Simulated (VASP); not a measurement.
# PbF2 (Fm-3m) in VASP: further runs, part 2 of 2

VASP 6.6.1.

## 5. Dielectric tensor, PBE

INCAR

```
SYSTEM = PbF2
ALGO     = Normal         ! electronic algorithm
EDIFF    = 1E-8           ! SCF threshold, eV
ENCUT    = 520            ! plane-wave cutoff, eV
GGA      = PE             ! functional
GGA_COMPAT= .False.      
ISIF     = 2              ! what is computed and relaxed
ISMEAR   = 0              ! smearing method
LASPH    = .True.         ! aspherical terms in the spheres
LCHARG   = .False.        ! write CHGCAR
LEPSILON = .True.         ! dielectric tensor by DFPT
LREAL    = .False.        ! projectors in reciprocal space
LWAVE    = .False.        ! write WAVECAR
NELM     = 120            ! most SCF steps
PREC     = Accurate       ! precision mode
SIGMA    = 0.01           ! smearing width, eV
```

KPOINTS

```
k-points
0
Gamma
  8 8 8
  0 0 0
```

POSCAR

```
PbF2
1.0
    0.0000000000      2.9636600000      2.9636600000
    2.9636600000      0.0000000000      2.9636600000
    2.9636600000      2.9636600000      0.0000000000
Pb F
1 2
Direct
    0.0000000000      0.0000000000      0.0000000000
    0.7500000000      0.7500000000      0.7500000000
    0.2500000000      0.2500000000      0.2500000000
```

Potentials or basis: VASP PAW PBE potentials, release 64 (Pb_d, F).

On the command line:

```
> cat potpaw_PBE.64/Pb_d/POTCAR potpaw_PBE.64/F/POTCAR > POTCAR
> mpirun -np 1 vasp_std > vasp.out
```

OUTCAR:

```text
SYSTEM = PbF2
   EDIFF = 1E-8
   ENCUT = 520
   GGA = PE
   ISIF = 2
   ISMEAR = 0
   LASPH = .True.
   LEPSILON = .True.
   LREAL = .False.
   NELM = 120
   PREC = Accurate

 ion  position               nearest neighbor table
   1  0.000  0.000  0.000-   2 2.57   2 2.57   2 2.57   3 2.57   3 2.57   3 2.57   3 2.57   2 2.57

   2  0.750  0.750  0.750-   1 2.57   1 2.57   1 2.57   1 2.57
   3  0.250  0.250  0.250-   1 2.57   1 2.57   1 2.57   1 2.57

  LATTYP: Found a face centered cubic cell.
 ALAT       =     5.9273200000

  Lattice vectors:

 A1 = (   0.0000000000,   2.9636600000,   2.9636600000)
 A2 = (   2.9636600000,   0.0000000000,   2.9636600000)
 A3 = (   2.9636600000,   2.9636600000,   0.0000000000)

Analysis of symmetry for initial positions (statically):
=====================================================================
 Subroutine PRICEL returns:
 Original cell was already a primitive cell.

 Routine SETGRP: Setting up the symmetry group for a
 face centered cubic supercell.

 Subroutine GETGRP returns: Found 48 space group operations
 (whereof 48 operations were pure point group operations)
 out of a pool of 48 trial point group operations.

The static configuration has the point symmetry O_h .

Analysis of symmetry for dynamics (positions and initial velocities):
=====================================================================
 Subroutine PRICEL returns:
 Original cell was already a primitive cell.

 Routine SETGRP: Setting up the symmetry group for a
 face centered cubic supercell.

 Subroutine GETGRP returns: Found 48 space group operations
 (whereof 48 operations were pure point group operations)
 out of a pool of 48 trial point group operations.

The dynamic configuration has the point symmetry O_h .

 Subroutine INISYM returns: Found 48 space group operations
 (whereof 48 operations are pure point group operations),
 and found     1 'primitive' translations

----------------------------------------------------------------------------------------

                                     Primitive cell

  volume of cell :      52.0613

  direct lattice vectors                    reciprocal lattice vectors
     0.000000000  2.963660000  2.963660000    -0.168710311  0.168710311  0.168710311
     2.963660000  0.000000000  2.963660000     0.168710311 -0.168710311  0.168710311
     2.963660000  2.963660000  0.000000000     0.168710311  0.168710311 -0.168710311

  length of vectors
     4.191248166  4.191248166  4.191248166     0.292214830  0.292214830  0.292214830

  position of ions in fractional coordinates (direct lattice)
     0.000000000  0.000000000  0.000000000
     0.750000000  0.750000000  0.750000000
     0.250000000  0.250000000  0.250000000
[... 131 lines left out ...]
      3     -12.5480      2.00000
      4     -12.5480      2.00000
      5     -12.5480      2.00000
      6     -12.4913      2.00000
[... 481 lines left out ...]
      5     -12.4675      2.00000
      6     -12.4371      2.00000
[... 10 lines left out ...]
     17       9.6254      0.00000
     18      12.8372      0.00000

 [... further k-points ...]

  FORCE on cell =-STRESS in cart. coord.  units (eV):
  Direction    XX          YY          ZZ          XY          YZ          ZX
  --------------------------------------------------------------------------------------
  -------------------------------------------------------------------------------------
  Total        0.8059122      0.8059122      0.8059122     -0.0000000     -0.0000000      0.0000000
  in kB       24.8018002     24.8018002     24.8018002     -0.0000000     -0.0000000      0.0000000
  external PRESSURE =      24.8018002 kB  Pullay stress =       0.0000000 kB

 VOLUME and BASIS-vectors are now :
 -----------------------------------------------------------------------------
  energy-cutoff  :      520.00
  volume of cell :       52.06
      direct lattice vectors                 reciprocal lattice vectors
     0.000000000  2.963660000  2.963660000    -0.168710311  0.168710311  0.168710311
     2.963660000  0.000000000  2.963660000     0.168710311 -0.168710311  0.168710311
     2.963660000  2.963660000  0.000000000     0.168710311  0.168710311 -0.168710311

 POSITION                                       TOTAL-FORCE (eV/Angst)
 -----------------------------------------------------------------------------------
      0.00000      0.00000      0.00000        -0.000000     -0.000000     -0.000000
      4.44549      4.44549      4.44549        -0.000000     -0.000000     -0.000000
      1.48183      1.48183      1.48183         0.000000      0.000000      0.000000
 -----------------------------------------------------------------------------------
    total drift:                                0.000000     -0.000000      0.000000

  FREE ENERGIE OF THE ION-ELECTRON SYSTEM (eV)
  ---------------------------------------------------
  free  energy   TOTEN  =       -14.3339859940 eV

  energy  without entropy=      -14.3339859940  energy(sigma->0) =      -14.33398599

 HEAD OF MICROSCOPIC STATIC DIELECTRIC TENSOR (INDEPENDENT PARTICLE, excluding Hartree and local field effects)
 ------------------------------------------------------
           3.656317     0.000000     0.000000
           0.000000     3.656317    -0.000000
           0.000000     0.000000     3.656317
 ------------------------------------------------------

 Free energy of the ion-electron system (eV)
  ---------------------------------------------------
  ---------------------------------------------------
  free energy    TOTEN  =        -0.36429384 eV

  energy without entropy =       -0.36429384

------------------------ aborting loop because EDIFF is reached ----------------------------------------

--------------------------------------- Ionic step        2  -------------------------------------------

------------------------ aborting loop because EDIFF is reached ----------------------------------------

--------------------------------------- Ionic step        3  -------------------------------------------

 Free energy of the ion-electron system (eV)
  ---------------------------------------------------
  ---------------------------------------------------
  free energy    TOTEN  =        -0.36429387 eV

  energy without entropy =       -0.36429387

------------------------ aborting loop because EDIFF is reached ----------------------------------------

 PIEZOELECTRIC TENSOR FIELD DIRECTION 3  (e Angst)
 -----------------------------------------------------------------------------
     0.00053  0.00000  0.00000           ( -0.00002  0.00000  0.00000)
     0.00000  0.00053  0.00000           (  0.00000 -0.00002 -0.00000)
     0.00000 -0.00000 -0.00124           (  0.00000 -0.00000 -0.00002)

 PIEZOELECTRIC TENSOR FIELD DIRECTION 3  (C/m^2)
 -----------------------------------------------------------------------------
     0.00016  0.00000  0.00000
     0.00000  0.00016  0.00000
     0.00000 -0.00000 -0.00038

 MACROSCOPIC STATIC DIELECTRIC TENSOR (including local field effects in DFT)
 ------------------------------------------------------
           3.321117     0.000000     0.000000
           0.000000     3.321117    -0.000000
           0.000000    -0.000000     3.321117
 ------------------------------------------------------

 PIEZOELECTRIC TENSOR (including local field effects)  for field in x, y, z        (e  Angst)
          XX          YY          ZZ          XY          YZ          ZX
  --------------------------------------------------------------------------------
  x     0.00000     0.00000     0.00000     0.00000     0.00000     0.00000
  y     0.00000     0.00000     0.00000     0.00000     0.00000     0.00000
  z     0.00000     0.00000     0.00000     0.00000     0.00000     0.00000

 PIEZOELECTRIC TENSOR (including local field effects)  for field in x, y, z        (C/m^2)
          XX          YY          ZZ          XY          YZ          ZX
  --------------------------------------------------------------------------------
  x     0.00000     0.00000     0.00000     0.00000     0.00000     0.00000
  y     0.00000     0.00000     0.00000     0.00000     0.00000     0.00000
  z     0.00000     0.00000     0.00000     0.00000     0.00000     0.00000

 BORN EFFECTIVE CHARGES (including local field effects) (in |e|, cummulative output)
 ---------------------------------------------------------------------------------
 ion    1
    1     3.19225     0.00000     0.00000
    2     0.00000     3.19225     0.00000
    3     0.00000     0.00000     3.19225
 ion    2
    1    -1.59612     0.00000     0.00000
    2     0.00000    -1.59612     0.00000
    3     0.00000     0.00000    -1.59612
 ion    3
    1    -1.59612     0.00000     0.00000
    2     0.00000    -1.59612     0.00000
    3     0.00000     0.00000    -1.59612
```

Wall time 11 min (1 thread of Oxide Virtual Turin-like, shared host); peak memory 0.27 GiB.

What came out:

```
Band gap on the k mesh                  : 4.42 eV (least direct gap 4.56 eV)
Electronic dielectric tensor (diagonal) : 3.32
Born charges (mean of the diagonal)     : Pb +3.19; F -1.60 e
```

Electronic dielectric tensor:
```
3.32 0.00 0.00
0.00 3.32 0.00
0.00 0.00 3.32
```

Born effective charge tensors (e):
atom 1, Pb
```
3.19 0.00 0.00
0.00 3.19 0.00
0.00 0.00 3.19
```
atom 2, F
```
-1.60  0.00  0.00
 0.00 -1.60  0.00
 0.00  0.00 -1.60
```
atom 3, F
```
-1.60  0.00  0.00
 0.00 -1.60  0.00
 0.00  0.00 -1.60
```

Caveat: spin-orbit coupling is left out, which moves the levels of the heavy elements. A k mesh can miss the band edges.

## 6. Elastic constants, PBE

INCAR

```
SYSTEM = PbF2
PREC     = Accurate       ! precision mode
ENCUT    = 600            ! plane-wave cutoff, eV
EDIFF    = 1E-8           ! SCF threshold, eV
ISMEAR   = 0              ! smearing method
SIGMA    = 0.01           ! smearing width, eV
LREAL    = .False.        ! projectors in reciprocal space
LASPH    = .True.         ! aspherical terms in the spheres
NELM     = 120            ! most SCF steps
ALGO     = Normal         ! electronic algorithm
ISIF     = 3              ! what is computed and relaxed
LWAVE    = .False.        ! write WAVECAR
LCHARG   = .True.         ! write CHGCAR
GGA      = PE             ! functional
NBANDS   = 21             ! bands
IBRION   = 6              ! ionic algorithm
NFREE    = 2            
POTIM    = 0.015          ! step
NSW      = 1              ! ionic steps
GGA_COMPAT= .False.
```

KPOINTS

```
regular mesh
0
Gamma
  6 6 6
  0 0 0
```

POSCAR is that of step 5.

Potentials or basis: VASP PAW PBE potentials, release 64 (Pb_d, F).

On the command line:

```
> cat potpaw_PBE.64/Pb_d/POTCAR potpaw_PBE.64/F/POTCAR > POTCAR
> mpirun -np 1 vasp_std > vasp.out
```

Wall time 22 min (1 thread of Oxide Virtual Turin-like, shared host); peak memory 0.27 GiB.

Results (log left out):

* Elastic constants C11, C12, C44: 110, 58, 22 GPa
* Voigt bulk modulus: 76 GPa
* Highest phonon frequency at Γ, LO-TO splitting left out: 253 cm⁻¹

Phonon frequencies in cm⁻¹ (negative: imaginary):
```csv
q point,frequencies
"(0.000, 0.000, 0.000)",0 0 0 118 118 118 253 253 253
```

Elastic tensor in Voigt notation (GPa, in the Cartesian axes of the cell as first typed):
```
110  58  58   0   0   0
 58 110  58   0   0   0
 58  58 110   0   0   0
  0   0   0  22   0   0
  0   0   0   0  22   0
  0   0   0   0   0  22
```

Clamped-ion elastic tensor (GPa):
```
110  58  58   0   0   0
 58 110  58   0   0   0
 58  58 110   0   0   0
  0   0   0  34   0   0
  0   0   0   0  34   0
  0   0   0   0   0  34
```

Caveat: the cell is under stress, which shifts elastic constants; spin-orbit coupling is left out, which moves the levels of the heavy elements.

## 7. The runs side by side

| task | level | potentials or basis | k mesh | cutoff (eV) | ions in elastic constants | gap on the mesh (eV) |
| --- | --- | --- | --- | --- | --- | --- |
| vibrations by perturbation theory | PBE | VASP PAW PBE potentials, release 64 (Pb_d, F) | 6 × 6 × 6 | 600 | - | - |
| vibrations by perturbation theory | PBEsol | VASP PAW PBE potentials, release 64 (Pb_d, F) | 6 × 6 × 6 | 600 | - | - |
| dielectric tensor | LDA | VASP PAW LDA potentials, release 64 (Pb_d, F) | 8 × 8 × 8 | 520 | - | 4.22 |
| dielectric tensor | PBE | VASP PAW PBE potentials, release 64 (Pb_d, F) | 8 × 8 × 8 | 520 | - | 4.42 |
| elastic constants | PBE | VASP PAW PBE potentials, release 64 (Pb_d, F) | 6 × 6 × 6 | 600 | relaxed | - |

Alike in all rows: no spin polarisation; cell as given; smearing gaussian 0.01 eV.

Caveats: spin-orbit coupling is left out, which moves the levels of the heavy elements; the cell stands under pressure or tension, which shifts response properties (at least some runs); the PAW data sets were made with another functional, which shifts forces and pressure a little (at least some runs); the cell is under stress, which shifts elastic constants (at least some runs).

Absolute energies hang on the potentials; compare differences alone.
